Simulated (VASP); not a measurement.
# BaHfO3 (Pm-3m) in VASP: further runs

Aim: see how the results for BaHfO3 move with the level of theory and the settings. Levels: PBEsol, r2SCAN, LDA. Tasks: single point.

Program: VASP 6.6.1. These are calculated values, not measurements. Logs are shortened: lines on timing, memory, paths and dates and some standing lists are left out, and cuts for length are marked.

### 1 The cell of the first run

Symmetry: Pm-3m, No. 221, cubic system. The conventional cell has a = 4.158 Å, b = 4.158 Å, c = 4.158 Å, α = 90.00°, β = 90.00°, γ = 90.00°. Ba (site symmetry m-3m) has 12 O at 2.94 Å and 8 Hf at 3.60 Å within 3.9 Å. Hf (site symmetry m-3m) has 6 O at 2.08 Å within 2.8 Å. Within 2.8 Å of O (site symmetry 4/mmm) lie 2 Hf at 2.08 Å.

### 2 Single point, PBEsol

INCAR reads:

```
PREC     = Accurate       # precision mode
ENCUT    = 520            # plane-wave cutoff, eV
EDIFF    = 1E-6           # SCF threshold, eV
ISMEAR   = -1             # smearing method
SIGMA    = 0.05           # smearing width, eV
LREAL    = False          # projectors in reciprocal space
LASPH    = True           # aspherical terms in the spheres
NELM     = 60             # most SCF steps
ALGO     = Normal         # electronic algorithm
ISIF     = 2              # what is computed and relaxed
LWAVE    = False          # write WAVECAR
LCHARG   = False          # write CHGCAR
GGA      = PS             # functional
NBANDS   = 27             # bands
```

KPOINTS reads:

```
regular mesh
0
Gamma
  6 6 6
```

POSCAR reads:

```
BaHfO3
1.0
    4.1575940000      0.0000000000      0.0000000000
    0.0000000000      4.1575940000      0.0000000000
    0.0000000000      0.0000000000      4.1575940000
Ba Hf O
1 1 3
Direct
    0.0000000000      0.0000000000      0.0000000000
    0.5000000000      0.5000000000      0.5000000000
    0.5000000000      0.5000000000      0.0000000000
    0.0000000000      0.5000000000      0.5000000000
    0.5000000000      0.0000000000      0.5000000000
```

Potentials or basis: VASP PAW PBE potentials, release 64 (Ba_sv, Hf_pv, O).

The run is started by

```bash
$ cat potpaw_PBE.64/Ba_sv/POTCAR potpaw_PBE.64/Hf_pv/POTCAR potpaw_PBE.64/O/POTCAR > POTCAR
$ mpirun -np 1 vasp_std > vasp.out
```

OUTCAR:

```text
PREC = Accurate
   ENCUT = 520
   EDIFF = 1E-6
   ISMEAR = -1
   LREAL = False
   LASPH = True
   NELM = 60
   ISIF = 2
   GGA = PS

 ion  position               nearest neighbor table
   1  0.000  0.000  0.000-   3 2.94   4 2.94   5 2.94   4 2.94   5 2.94   3 2.94   4 2.94   4 2.94
                             3 2.94   5 2.94   5 2.94   3 2.94   2 3.60   2 3.60   2 3.60   2 3.60
   2  0.500  0.500  0.500-   3 2.08   4 2.08   5 2.08   3 2.08   5 2.08   4 2.08   1 3.60   1 3.60
                             1 3.60   1 3.60   1 3.60   1 3.60   1 3.60   1 3.60
   3  0.500  0.500  0.000-   2 2.08   2 2.08   1 2.94   1 2.94   1 2.94   1 2.94
   4  0.000  0.500  0.500-   2 2.08   2 2.08   1 2.94   1 2.94   1 2.94   1 2.94
   5  0.500  0.000  0.500-   2 2.08   2 2.08   1 2.94   1 2.94   1 2.94   1 2.94

  LATTYP: Found a simple cubic cell.
 ALAT       =     4.1575940000

  Lattice vectors:

 A1 = (   4.1575940000,   0.0000000000,   0.0000000000)
 A2 = (   0.0000000000,   4.1575940000,   0.0000000000)
 A3 = (   0.0000000000,   0.0000000000,   4.1575940000)

Analysis of symmetry for initial positions (statically):
=====================================================================
 Subroutine PRICEL returns:
 Original cell was already a primitive cell.

 Routine SETGRP: Setting up the symmetry group for a
 simple cubic supercell.

 Subroutine GETGRP returns: Found 48 space group operations
 (whereof 48 operations were pure point group operations)
 out of a pool of 48 trial point group operations.

The static configuration has the point symmetry O_h .

Analysis of symmetry for dynamics (positions and initial velocities):
=====================================================================
 Subroutine PRICEL returns:
 Original cell was already a primitive cell.

 Routine SETGRP: Setting up the symmetry group for a
 simple cubic supercell.

 Subroutine GETGRP returns: Found 48 space group operations
 (whereof 48 operations were pure point group operations)
 out of a pool of 48 trial point group operations.

The dynamic configuration has the point symmetry O_h .

 Subroutine INISYM returns: Found 48 space group operations
 (whereof 48 operations are pure point group operations),
 and found     1 'primitive' translations

----------------------------------------------------------------------------------------

                                     Primitive cell

  volume of cell :      71.8665

  direct lattice vectors                    reciprocal lattice vectors
     4.157594000  0.000000000  0.000000000     0.240523726  0.000000000  0.000000000
     0.000000000  4.157594000  0.000000000     0.000000000  0.240523726  0.000000000
     0.000000000  0.000000000  4.157594000     0.000000000  0.000000000  0.240523726

  length of vectors
     4.157594000  4.157594000  4.157594000     0.240523726  0.240523726  0.240523726

  position of ions in fractional coordinates (direct lattice)
     0.000000000  0.000000000  0.000000000
     0.500000000  0.500000000  0.500000000
     0.500000000  0.500000000  0.000000000
     0.000000000  0.500000000  0.500000000
     0.500000000  0.000000000  0.500000000

  ion indices of the primitive-cell ions
   primitive index   ion index
                 1           1
                 2           2
                 3           3
                 4           4
                 5           5

----------------------------------------------------------------------------------------

 KPOINTS: regular mesh

Automatic generation of k-mesh.
 Grid dimensions read from file:
 generate k-points for:    6    6    6

 Generating k-lattice:

  Cartesian coordinates                     Fractional coordinates (reciprocal lattice)
     0.040087288  0.000000000  0.000000000     0.166666667  0.000000000  0.000000000
     0.000000000  0.040087288  0.000000000     0.000000000  0.166666667  0.000000000
     0.000000000  0.000000000  0.040087288     0.000000000  0.000000000  0.166666667

  Length of vectors
     0.040087288  0.040087288  0.040087288

  Shift w.r.t. Gamma in fractional coordinates (k-lattice)
     0.000000000  0.000000000  0.000000000

 Subroutine IBZKPT returns following result:
 ===========================================

 Found     20 irreducible k-points:

 Following reciprocal coordinates:
            Coordinates               Weight
  0.000000  0.000000  0.000000      1.000000
  0.166667  0.000000  0.000000      6.000000
  0.333333  0.000000  0.000000      6.000000
  0.500000  0.000000  0.000000      3.000000
  0.166667  0.166667  0.000000     12.000000
  0.333333  0.166667  0.000000     24.000000
[... 12 lines left out ...]
  0.500000  0.500000  0.333333      6.000000
  0.500000  0.500000  0.500000      1.000000
   k-points           NKPTS =     20   k-points in BZ     NKDIM =     20   number of bands    NBANDS=     27
   number of dos      NEDOS =    301   number of ions     NIONS =      5
   total plane-waves  NPLWV =  32768
   dimension x,y,z NGX =    32 NGY =   32 NGZ =   32
   dimension x,y,z NGXF=    64 NGYF=   64 NGZF=   64
   ions per type =               1   1   3
   NGX,Y,Z   is equivalent  to a cutoff of  12.80, 12.80, 12.80 a.u.
   NGXF,Y,Z  is equivalent  to a cutoff of  25.59, 25.59, 25.59 a.u.
 SYSTEM =  unknown system
   PREC   = accura    normal or accurate (medium, high low for compatibility)
   ISTART =      0    job   : 0-new  1-cont  2-samecut
   ICHARG =      2    charge: 1-file 2-atom 10-const
   ISPIN  =      1    spin polarized calculation?
   LNONCOLLINEAR =      F non collinear calculations
   LSORBIT =      F    spin-orbit coupling
   LASPH  =      T    aspherical Exc in radial PAW
   ENCUT  =  520.0 eV  38.22 Ry    6.18 a.u.   7.73  7.73  7.73*2*pi/ulx,y,z
   NELM   =     60;   NELMIN=  2; NELMDL= -5     # of ELM steps
   EDIFF  = 0.1E-05   stopping-criterion for ELM
   LREAL  =      F    real-space projection
   EDIFFG = 0.1E-04   stopping-criterion for IOM
   NSW    =      0    number of steps for IOM
   IBRION =     -1    ionic relax: 0-MD 1-quasi-New 2-CG
   NFREE  =      0    steps in history (QN), initial steepest desc. (CG)
   ISIF   =      2    stress and relaxation
   ISYM   =      2    0-nonsym 1-usesym 2-fastsym
   POTIM  = 0.5000    time-step for ionic-motion
   TEBEG  =    0.0;   TEEND  =   0.0 temperature during run
   PSTRESS=    0.0 pullay stress
   NELECT =      38.0000    total number of electrons
   NUPDOWN=      -1.0000    fix difference up-down
   EMIN   =  10.00;   EMAX   =-10.00  energy-range for DOS
   EFERMI =   0.00;   METHOD = LEGACY
   ISMEAR =    -1;   SIGMA  =   0.05  broadening in eV -4-tet -1-fermi 0-gaus
   EFERMI_NEDOS =   21; number of points for ismear=-14 and -15
   IALGO  =     38    algorithm
   IMIX   =      4    mixing-type and parameters
     AMIX     =   0.40;   BMIX     =  1.00
     AMIX_MAG =   1.60;   BMIX_MAG =  1.00
  volume/ion in A,a.u.               =      14.37        97.00
  Fermi-wavevector in a.u.,A,eV,Ry     =   1.323815  2.501648 23.844020  1.752486
  Thomas-Fermi vector in A             =   2.453395
   LORBIT       =      0    0 simple, 1 ext, 2 COOP (PROOUT), +10 PAW based schemes
   GGA     = PS    functional components
   LHFCALC =     F    Hartree Fock is set to
   AEXX    =    0.0000 exact exchange contribution
   IVDW    =     0    specifies the selected vdW correction
   LEPSILON=     F    determine dielectric tensor
   LRPA    =     F    only Hartree local field effects (RPA)
 non-spin polarized calculation
  energy-cutoff  :      520.00
  volume of cell :       71.87
 maximum number of plane-waves:      1956
 NGX is ok and might be reduce to    32
   NGX = 15   NGY = 15   NGZ = 15

 number of electron      38.0000014 magnetization

 Free energy of the ion-electron system (eV)
  ---------------------------------------------------
  ext. energy  EPLUGINS =         0.00000000
  ---------------------------------------------------
  free energy    TOTEN  =       -45.51781759 eV

  energy without entropy =      -45.51781759  energy(sigma->0) =      -45.51781759

 E-fermi :   3.4424     XC(G=0): -11.1413

 val. band max:        2.3607936077   @ k =   0.5000   0.5000   0.5000
 cond. band min:       5.8574808796   @ k =   0.0000   0.0000   0.0000
 fundamental gap:      3.4966872719
 Fermi energy:         3.4423578352

 k-point     1 :       0.0000    0.0000    0.0000
  band No.  band energies     occupation
      1     -26.2974      2.00000
      2     -26.2974      2.00000
      3     -26.2974      2.00000
      4     -22.7848      2.00000
      5     -14.2704      2.00000
      6     -13.7187      2.00000
[... 19 lines left out ...]
     26      10.9821      0.00000
     27      10.9833      0.00000

 k-point     2 :       0.1667    0.0000    0.0000
  band No.  band energies     occupation
      1     -26.3340      2.00000
      2     -26.2963      2.00000
      3     -26.2963      2.00000
      4     -22.7642      2.00000
      5     -14.2575      2.00000
      6     -13.7122      2.00000
[... 19 lines left out ...]
     26      10.8651      0.00000
     27      10.9828      0.00000

 k-point     3 :       0.3333    0.0000    0.0000
  band No.  band energies     occupation
      1     -26.4053      2.00000
      2     -26.2940      2.00000
      3     -26.2940      2.00000
      4     -22.7231      2.00000
      5     -14.3347      2.00000
      6     -13.6985      2.00000
[... 19 lines left out ...]
     26      10.1495      0.00000
     27      10.9866      0.00000

 k-point     4 :       0.5000    0.0000    0.0000
  band No.  band energies     occupation
      1     -26.4402      2.00000
      2     -26.2929      2.00000
      3     -26.2929      2.00000
      4     -22.7027      2.00000
      5     -14.3916      2.00000
      6     -13.6919      2.00000
[... 19 lines left out ...]
     26      11.0377      0.00000
     27      11.0402      0.00000
[... 396 lines left out ...]
      4     -22.6492      2.00000
      5     -13.3654      2.00000
      6     -13.1564      2.00000
[... 19 lines left out ...]
     26      10.8194      0.00000
     27      11.4885      0.00000

 k-point    19 :       0.5000    0.5000    0.3333
  band No.  band energies     occupation
      1     -26.4244      2.00000
      2     -26.4244      2.00000
      3     -26.3901      2.00000
      4     -22.6393      2.00000
      5     -13.2306      2.00000
      6     -12.9949      2.00000
[... 19 lines left out ...]
     26      11.0735      0.00000
     27      11.8437      0.00000

 k-point    20 :       0.5000    0.5000    0.5000
  band No.  band energies     occupation
      1     -26.4230      2.00000
      2     -26.4230      2.00000
      3     -26.4230      2.00000
      4     -22.6288      2.00000
      5     -12.9606      2.00000
      6     -12.9606      2.00000
[... 19 lines left out ...]
     26      11.7136      0.00000
     27      11.7136      0.00000

------------------------ aborting loop because EDIFF is reached ----------------------------------------

  FORCE on cell =-STRESS in cart. coord.  units (eV):
  Direction    XX          YY          ZZ          XY          YZ          ZX
  --------------------------------------------------------------------------------------
  -------------------------------------------------------------------------------------
  Total       -0.1660085     -0.1660085     -0.1660085     -0.0000000      0.0000000      0.0000000
  in kB       -3.7009630     -3.7009630     -3.7009630     -0.0000000      0.0000000      0.0000000
  external PRESSURE =      -3.7009630 kB  Pullay stress =       0.0000000 kB

 VOLUME and BASIS-vectors are now :
 -----------------------------------------------------------------------------
  energy-cutoff  :      520.00
  volume of cell :       71.87
      direct lattice vectors                 reciprocal lattice vectors
     4.157594000  0.000000000  0.000000000     0.240523726  0.000000000  0.000000000
     0.000000000  4.157594000  0.000000000     0.000000000  0.240523726  0.000000000
     0.000000000  0.000000000  4.157594000     0.000000000  0.000000000  0.240523726

 POSITION                                       TOTAL-FORCE (eV/Angst)
 -----------------------------------------------------------------------------------
      0.00000      0.00000      0.00000         0.000000      0.000000      0.000000
      2.07880      2.07880      2.07880         0.000000      0.000000      0.000000
      2.07880      2.07880      0.00000         0.000000      0.000000      0.000000
      0.00000      2.07880      2.07880         0.000000      0.000000      0.000000
      2.07880      0.00000      2.07880         0.000000      0.000000      0.000000
 -----------------------------------------------------------------------------------
    total drift:                                0.000000     -0.000000     -0.000000

  FREE ENERGIE OF THE ION-ELECTRON SYSTEM (eV)
  ---------------------------------------------------
  free  energy   TOTEN  =       -45.5178175942 eV

  energy  without entropy=      -45.5178175941  energy(sigma->0) =      -45.51781759
```

It took 17 s on 1 thread of Intel Xeon Platinum 8559C (Emerald Rapids), shared host; peak memory 0.19 GiB.

Results:

| Quantity | Value |
| --- | --- |
| Free energy | -45.5178 eV |
| Pressure | -0.4 GPa |
| Band gap on the k mesh | 3.50 eV, indirect (least direct gap 3.70 eV) |

Caveat: the PAW data sets were made with another functional, which shifts forces and pressure a little; spin-orbit coupling is left out, which moves the levels of the heavy elements.

### 3 Single point, r2SCAN

POSCAR is that of step 2.

INCAR.step1 reads:

```
  PREC = Accurate
  ENCUT = 520
  ISMEAR = -1
  SIGMA = 0.05
  LREAL = F
  LASPH = T
  NELM = 100
  NBANDS = 27
  GGA = PE
  ALGO = Normal
  EDIFF = 1E-4
  LWAVE = T
  LCHARG = F
```

INCAR.step2 reads:

```
  PREC = Accurate
  ENCUT = 520
  EDIFF = 1E-6
  ISMEAR = -1
  SIGMA = 0.05
  LREAL = F
  LASPH = T
  NELM = 100
  ALGO = Normal
  ISIF = 2
  LWAVE = F
  LCHARG = F
  METAGGA = R2SCAN
  LMIXTAU = T
  NBANDS = 27
  ISTART = 1
```

KPOINTS is that of step 2.

Potentials or basis: VASP PAW PBE potentials, release 64 (Ba_sv, Hf_pv, O).

The run is started by

```bash
$ cat potpaw_PBE.64/Ba_sv/POTCAR potpaw_PBE.64/Hf_pv/POTCAR potpaw_PBE.64/O/POTCAR > POTCAR
$ cp INCAR.step1 INCAR
$ mpirun -np 1 vasp_std > vasp.out
$ cp INCAR.step2 INCAR
$ mpirun -np 1 vasp_std > vasp.out
```

Run time: 65 s. Hardware: 1 thread of Intel Xeon Platinum 8559C (Emerald Rapids), shared host; peak memory 0.21 GiB.

The run converged. Its results:

| Quantity | Value |
| --- | --- |
| Free energy | -108.0045 eV |
| Pressure | 1.8 GPa |
| Band gap on the k mesh | 4.14 eV, indirect (least direct gap 4.37 eV) |

Levels at points of the mesh, in eV from the valence-band top:
| k point | band 17 | band 18 | band 19 | band 20 | band 21 | band 22 |
| --- | --- | --- | --- | --- | --- | --- |
| (0.00, 0.00, 0.00) | -0.23 | -0.23 | -0.23 | 4.14 | 4.14 | 4.14 |
| (0.50, 0.00, 0.00) | -1.72 | -0.56 | -0.56 | 4.71 | 6.97 | 6.97 |
| (0.50, 0.50, 0.00) | -0.94 | -0.94 | -0.08 | 6.87 | 6.87 | 7.33 |
| (0.50, 0.50, 0.50) | 0.00 | 0.00 | 0.00 | 6.73 | 6.73 | 6.73 |

Caveat: the PAW data sets were made with another functional, which shifts forces and pressure a little; spin-orbit coupling is left out, which moves the levels of the heavy elements. r2SCAN opens gaps a little over a GGA but as a rule still falls short of measured ones.

[end of part 1 of 2]
